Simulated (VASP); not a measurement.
Input of a VASP 6.6.1 run:

File INCAR:

```
SYSTEM = Zn3S2O
PREC = Accurate ; ENCUT = 520
EDIFF = 1E-6 ; ISMEAR = 0
SIGMA = 0.02 ; LREAL = .FALSE.
LASPH = .TRUE. ; NELM = 80
ALGO = Normal ; ISIF = 2
LWAVE = .FALSE. ; LCHARG = .TRUE.
GGA = PE ; LELF = .TRUE.
LVHAR = .TRUE. ; NBANDS = 36
```

File KPOINTS:

```
Automatic mesh
0
G
  10 10 10
  0 0 0
```

File POSCAR:

```
Zn3S2O
1.0
   -1.7927674450      1.7927674450      7.0546872548
    1.7927674450     -1.7927674450      7.0546872548
    1.7927674450      1.7927674450     -7.0546872548
Zn S O
3 2 1
Direct
    0.6892957837      0.6892957837      0.0000000000
    0.3107042163      0.3107042163      0.0000000000
    0.0000000000      0.0000000000      0.0000000000
    0.4054703805      0.9054703805      0.5000000000
    0.0945296195      0.5945296195      0.5000000000
    0.7500000000      0.2500000000      0.5000000000
```

Potentials or basis: VASP PAW PBE potentials, release 64 (Zn, S, O).

Run with:

```bash
$ cat potpaw_PBE.64/Zn/POTCAR potpaw_PBE.64/S/POTCAR potpaw_PBE.64/O/POTCAR > POTCAR
$ mpirun -np 1 vasp_std > vasp.out
```

Problem. Predict the band gap on the k mesh.

Solution. 1.56 eV.

Problem. Predict the pressure.

Solution. 14.2 GPa.

Problem. Estimate the largest force.

Solution. 0.038 eV/Å.

Forces on the atoms (eV/Å):
```
Zn   0.000  0.000 -0.038
Zn   0.000  0.000  0.038
Zn   0.000  0.000  0.000
S    0.000  0.000  0.000
S    0.000  0.000  0.000
O    0.000  0.000  0.000
```

Caveat: the cell stands under pressure. A k mesh can miss the band edges.
